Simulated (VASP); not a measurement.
# Cr (Pm-3n) in VASP: single point with PBE

Aim: the single point of Cr with PBE.

Everything below comes from runs of VASP 6.6.1. Logs are shortened: lines on timing, memory, paths and dates and some standing lists are left out, and cuts for length are marked.

### 1 The cell of the first run

It takes space group Pm-3n (No. 223, cubic). The conventional cell has a = 4.542 Å, b = 4.542 Å, c = 4.542 Å, α = 90.00°, β = 90.00°, γ = 90.00°. Within 3.4 Å of Cr (site symmetry m-3) lie 12 Cr at 2.54 Å. Within 3.0 Å of Cr (site symmetry -4m2) lie 14 Cr at 2.27 to 2.78 Å.

### 2 Single point, PBE, collinear spin, ferromagnetic start

The input, INCAR:

```
SYSTEM = Cr
  PREC = Accurate
  ENCUT = 500
  EDIFF = 1E-6
  ISMEAR = -1
  SIGMA = 0.05
  LREAL = .False.
  LASPH = .True.
  NELM = 200
  ALGO = Normal
  ISIF = 2
  LWAVE = .False.
  LCHARG = .False.
  ISPIN = 2
  MAGMOM = 1.5 1.5 1.5 1.5 1.5 1.5 1.5 1.5
  LORBIT = 11
  LMAXMIX = 4
  GGA = PE
  NBANDS = 62
  GGA_COMPAT = .False.
```

The input, KPOINTS:

```
regular mesh
0
Gamma
  8 8 8
  0 0 0
```

The input, POSCAR:

```
Cr
1.0
    4.5416732307      0.0000000000      0.0000000000
    0.0000000000      4.5416732307      0.0000000000
    0.0000000000      0.0000000000      4.5416732307
Cr
8
Direct
    1.0000000000      0.0000000000      0.0000000000
    0.5000000000      0.5000000000      0.5000000000
    0.2500000000      1.0000000000      0.5000000000
    0.7500000000      1.0000000000      0.5000000000
    0.5000000000      0.2500000000      1.0000000000
    0.5000000000      0.7500000000      1.0000000000
    0.0000000000      0.5000000000      0.2500000000
    0.0000000000      0.5000000000      0.7500000000
```

Potentials or basis: VASP PAW PBE potentials, release 64 (Cr_pv).

Command:

```bash
> cat potpaw_PBE.64/Cr_pv/POTCAR > POTCAR
> mpirun -np 1 vasp_std > vasp.out
```

OUTCAR:

```text
SYSTEM = Cr
   PREC = Accurate
   ENCUT = 500
   EDIFF = 1E-6
   ISMEAR = -1
   LREAL = .False.
   LASPH = .True.
   NELM = 200
   ISIF = 2
   ISPIN = 2
   LORBIT = 11
   GGA = PE

 ion  position               nearest neighbor table
   1  0.000  0.000  0.000-   3 2.54   4 2.54   5 2.54   6 2.54   7 2.54   8 2.54   3 2.54   4 2.54
                             7 2.54   8 2.54   5 2.54   6 2.54
   2  0.500  0.500  0.500-   3 2.54   4 2.54   5 2.54   6 2.54   7 2.54   8 2.54   5 2.54   6 2.54
                             3 2.54   4 2.54   7 2.54   8 2.54
   3  0.250  0.000  0.500-   4 2.27   4 2.27   1 2.54   1 2.54   2 2.54   2 2.54   8 2.78   5 2.78
                             5 2.78   6 2.78   6 2.78   7 2.78   8 2.78   7 2.78
   4  0.750  0.000  0.500-   3 2.27   3 2.27   1 2.54   1 2.54   2 2.54   2 2.54   8 2.78   5 2.78
                             5 2.78   6 2.78   6 2.78   7 2.78   8 2.78   7 2.78
   5  0.500  0.250  0.000-   6 2.27   6 2.27   1 2.54   2 2.54   2 2.54   1 2.54   8 2.78   4 2.78
                             3 2.78   4 2.78   3 2.78   7 2.78   7 2.78   8 2.78
   6  0.500  0.750  0.000-   5 2.27   5 2.27   1 2.54   2 2.54   2 2.54   1 2.54   8 2.78   4 2.78
                             3 2.78   4 2.78   3 2.78   7 2.78   7 2.78   8 2.78
   7  0.000  0.500  0.250-   8 2.27   8 2.27   1 2.54   2 2.54   1 2.54   2 2.54   3 2.78   4 2.78
                             5 2.78   3 2.78   4 2.78   6 2.78   5 2.78   6 2.78
   8  0.000  0.500  0.750-   7 2.27   7 2.27   1 2.54   2 2.54   1 2.54   2 2.54   3 2.78   4 2.78
                             5 2.78   3 2.78   4 2.78   6 2.78   5 2.78   6 2.78

  LATTYP: Found a simple cubic cell.
 ALAT       =     4.5416732307

  Lattice vectors:

 A1 = (   4.5416732307,   0.0000000000,   0.0000000000)
 A2 = (   0.0000000000,   4.5416732307,   0.0000000000)
 A3 = (   0.0000000000,   0.0000000000,   4.5416732307)

Analysis of symmetry for initial positions (statically):
=====================================================================
 Subroutine PRICEL returns:
 Original cell was already a primitive cell.

 Routine SETGRP: Setting up the symmetry group for a
 simple cubic supercell.

 Subroutine GETGRP returns: Found 48 space group operations
 (whereof 24 operations were pure point group operations)
 out of a pool of 48 trial point group operations.

The static configuration has the point symmetry T_h .
 The point group associated with its full space group is O_h .

Analysis of symmetry for dynamics (positions and initial velocities):
=====================================================================
 Subroutine PRICEL returns:
 Original cell was already a primitive cell.

 Routine SETGRP: Setting up the symmetry group for a
 simple cubic supercell.

 Subroutine GETGRP returns: Found 48 space group operations
 (whereof 24 operations were pure point group operations)
 out of a pool of 48 trial point group operations.

The dynamic configuration has the point symmetry T_h .
 The point group associated with its full space group is O_h .

Analysis of structural, dynamic, and magnetic symmetry:
=====================================================================
 Subroutine PRICEL returns:
 Original cell was already a primitive cell.

 Routine SETGRP: Setting up the symmetry group for a
 simple cubic supercell.

 Subroutine GETGRP returns: Found 48 space group operations
 (whereof 24 operations were pure point group operations)
 out of a pool of 48 trial point group operations.

The overall configuration has the point symmetry T_h .
 The point group associated with its full space group is O_h .

 Subroutine INISYM returns: Found 48 space group operations
 (whereof 24 operations are pure point group operations),
 and found     1 'primitive' translations

----------------------------------------------------------------------------------------

                                     Primitive cell

  volume of cell :      93.6802

  direct lattice vectors                    reciprocal lattice vectors
     4.541673231  0.000000000  0.000000000     0.220183168  0.000000000  0.000000000
     0.000000000  4.541673231  0.000000000     0.000000000  0.220183168  0.000000000
     0.000000000  0.000000000  4.541673231     0.000000000  0.000000000  0.220183168

  length of vectors
     4.541673231  4.541673231  4.541673231     0.220183168  0.220183168  0.220183168

  position of ions in fractional coordinates (direct lattice)
     0.000000000  0.000000000  0.000000000
     0.500000000  0.500000000  0.500000000
     0.250000000  0.000000000  0.500000000
     0.750000000  0.000000000  0.500000000
[... 82 lines left out ...]
   LNONCOLLINEAR =      F non collinear calculations
   LSORBIT =      F    spin-orbit coupling
   LASPH  =      T    aspherical Exc in radial PAW
   ENCUT  =  500.0 eV  36.75 Ry    6.06 a.u.   8.28  8.28  8.28*2*pi/ulx,y,z
   NELM   =    200;   NELMIN=  2; NELMDL= -5     # of ELM steps
   EDIFF  = 0.1E-05   stopping-criterion for ELM
   LREAL  =      F    real-space projection
   EDIFFG = 0.1E-04   stopping-criterion for IOM
   NSW    =      0    number of steps for IOM
   IBRION =     -1    ionic relax: 0-MD 1-quasi-New 2-CG
   NFREE  =      0    steps in history (QN), initial steepest desc. (CG)
   ISIF   =      2    stress and relaxation
   ISYM   =      2    0-nonsym 1-usesym 2-fastsym
   POTIM  = 0.5000    time-step for ionic-motion
   TEBEG  =    0.0;   TEEND  =   0.0 temperature during run
   PSTRESS=    0.0 pullay stress
   NELECT =      96.0000    total number of electrons
   NUPDOWN=      -1.0000    fix difference up-down
   EMIN   =  10.00;   EMAX   =-10.00  energy-range for DOS
   EFERMI =   0.00;   METHOD = LEGACY
   ISMEAR =    -1;   SIGMA  =   0.05  broadening in eV -4-tet -1-fermi 0-gaus
   EFERMI_NEDOS =   21; number of points for ismear=-14 and -15
   IALGO  =     38    algorithm
   IMIX   =      4    mixing-type and parameters
     AMIX     =   0.40;   BMIX     =  1.00
     AMIX_MAG =   1.60;   BMIX_MAG =  1.00
  volume/ion in A,a.u.               =      11.71        79.02
  Fermi-wavevector in a.u.,A,eV,Ry     =   1.650502  3.118996 37.064399  2.724156
  Thomas-Fermi vector in A             =   2.739441
   LORBIT       =     11    0 simple, 1 ext, 2 COOP (PROOUT), +10 PAW based schemes
   GGA     = PE    functional components
   LHFCALC =     F    Hartree Fock is set to
   AEXX    =    0.0000 exact exchange contribution
   IVDW    =     0    specifies the selected vdW correction
   LEPSILON=     F    determine dielectric tensor
   LRPA    =     F    only Hartree local field effects (RPA)
 spin polarized calculation
  energy-cutoff  :      500.00
  volume of cell :       93.68
 maximum number of plane-waves:      2409
 NGX is ok and might be reduce to    36
   NGX = 17   NGY = 17   NGZ = 17

 number of electron      95.9999919 magnetization      -0.0001224

 number of electron      95.9999919 magnetization       0.0000176

 Free energy of the ion-electron system (eV)
  ---------------------------------------------------
  ext. energy  EPLUGINS =         0.00000000
  ---------------------------------------------------
  free energy    TOTEN  =       -75.61306703 eV

  energy without entropy =      -75.57776547  energy(sigma->0) =      -75.59541625

 E-fermi :  10.6213     XC(G=0): -13.5827

 val. band max:       10.5669124702   @ k =   0.3750   0.3750   0.1250
 cond. band min:      10.6474607160   @ k =   0.1250   0.1250   0.0000
 fundamental gap:      0.0805482458
 Fermi energy:        10.6212778661

 spin component 1

 k-point     1 :       0.0000    0.0000    0.0000
  band No.  band energies     occupation
      1     -33.0477      1.00000
      2     -33.0477      1.00000
      3     -32.9388      1.00000
      4     -32.7329      1.00000
      5     -32.7329      1.00000
      6     -32.7329      1.00000
[... 1501 lines left out ...]
     59      12.2264      0.00000
     60      12.4928      0.00000

 [... further k-points ...]

 spin component 2

 k-point     1 :       0.0000    0.0000    0.0000
  band No.  band energies     occupation
      1     -33.0477      1.00000
      2     -33.0477      1.00000
      3     -32.9388      1.00000
      4     -32.7329      1.00000
      5     -32.7329      1.00000
      6     -32.7329      1.00000
[... 1501 lines left out ...]
     59      12.2264      0.00000
     60      12.4927      0.00000

 [... further k-points ...]

 [bands above 60 left out]

------------------------ aborting loop because EDIFF is reached ----------------------------------------

  FORCE on cell =-STRESS in cart. coord.  units (eV):
  Direction    XX          YY          ZZ          XY          YZ          ZX
  --------------------------------------------------------------------------------------
  -------------------------------------------------------------------------------------
  Total       -0.3637370     -0.3637370     -0.3637370      0.0000000     -0.0000000      0.0000000
  in kB       -6.2208594     -6.2208594     -6.2208594      0.0000000     -0.0000000      0.0000000
  external PRESSURE =      -6.2208594 kB  Pullay stress =       0.0000000 kB

 VOLUME and BASIS-vectors are now :
 -----------------------------------------------------------------------------
  energy-cutoff  :      500.00
  volume of cell :       93.68
      direct lattice vectors                 reciprocal lattice vectors
     4.541673231  0.000000000  0.000000000     0.220183168  0.000000000  0.000000000
     0.000000000  4.541673231  0.000000000     0.000000000  0.220183168  0.000000000
     0.000000000  0.000000000  4.541673231     0.000000000  0.000000000  0.220183168

 POSITION                                       TOTAL-FORCE (eV/Angst)
 -----------------------------------------------------------------------------------
      0.00000      0.00000      0.00000        -0.000000     -0.000000     -0.000000
      2.27084      2.27084      2.27084        -0.000000     -0.000000     -0.000000
      1.13542      0.00000      2.27084         0.000000      0.000000      0.000000
      3.40625      0.00000      2.27084        -0.000000      0.000000     -0.000000
      2.27084      1.13542      0.00000        -0.000000      0.000000      0.000000
      2.27084      3.40625      0.00000         0.000000     -0.000000     -0.000000
      0.00000      2.27084      1.13542        -0.000000     -0.000000     -0.000000
      0.00000      2.27084      3.40625         0.000000      0.000000      0.000000
 -----------------------------------------------------------------------------------
    total drift:                                0.000000      0.000000     -0.000000

  FREE ENERGIE OF THE ION-ELECTRON SYSTEM (eV)
  ---------------------------------------------------
  free  energy   TOTEN  =       -75.6130670297 eV

  energy  without entropy=      -75.5777654659  energy(sigma->0) =      -75.59541625

 total charge

# of ion       s       p       d       tot
------------------------------------------
    1        0.456   6.417   4.204  11.077
    2        0.456   6.417   4.204  11.077
    3        0.440   6.394   4.216  11.049
    4        0.440   6.394   4.216  11.049
    5        0.440   6.394   4.216  11.049
    6        0.440   6.394   4.216  11.049
    7        0.440   6.394   4.216  11.049
    8        0.440   6.394   4.216  11.049
--------------------------------------------------
tot          3.551  51.196  33.701  88.448

 magnetization (x)

# of ion       s       p       d       tot
------------------------------------------
    1        0.000   0.000   0.000   0.000
    2        0.000   0.000   0.000   0.000
    3       -0.000  -0.000  -0.000  -0.000
    4       -0.000  -0.000  -0.000  -0.000
    5       -0.000  -0.000  -0.000  -0.000
    6       -0.000  -0.000  -0.000  -0.000
    7       -0.000  -0.000  -0.000  -0.000
    8       -0.000  -0.000  -0.000  -0.000
--------------------------------------------------
tot         -0.000  -0.000  -0.000  -0.000
```

Wall time 3.2 min (1 thread of Intel Xeon 6975P-C (Granite Rapids), shared host); peak memory 0.39 GiB.

What came out:

* Free energy: -75.6131 eV
* Pressure: -0.6 GPa
* Band gap on the k mesh: zero (filled and empty bands overlap)
* Net moment: 0.00 μB per cell
* Valence electrons inside the program's atomic spheres: Cr 11.08, 11.05

Levels at points of the mesh, in eV from the Fermi level:
Spin up:
```csv
k point,band 44,band 45,band 46,band 47,band 48,band 49,band 50,band 51,band 52,band 53
"(0.00, 0.00, 0.00)",-1.35,-1.05,-1.05,-0.30,-0.30,-0.30,0.82,0.82,0.82,0.87
"(0.50, 0.00, 0.00)",-0.90,-0.78,-0.78,-0.63,-0.63,0.33,0.33,0.37,0.37,0.61
"(0.50, 0.50, 0.00)",-1.13,-0.79,-0.53,-0.53,0.07,0.07,0.08,0.24,0.64,0.94
"(0.50, 0.50, 0.50)",-0.96,-0.96,-0.96,-0.96,-0.96,0.72,0.72,0.72,0.72,0.72
```
Spin down:
```csv
k point,band 45,band 46,band 47,band 48,band 49,band 50,band 51,band 52
"(0.00, 0.00, 0.00)",-1.05,-1.05,-0.30,-0.30,-0.30,0.82,0.82,0.82
"(0.50, 0.00, 0.00)",-0.78,-0.78,-0.63,-0.63,0.33,0.33,0.37,0.37
"(0.50, 0.50, 0.00)",-0.79,-0.53,-0.53,0.07,0.07,0.08,0.24,0.64
"(0.50, 0.50, 0.50)",-0.96,-0.96,-0.96,-0.96,0.72,0.72,0.72,0.72
```

Caveat: the starting moments collapsed, and a magnetic state may lie lower.
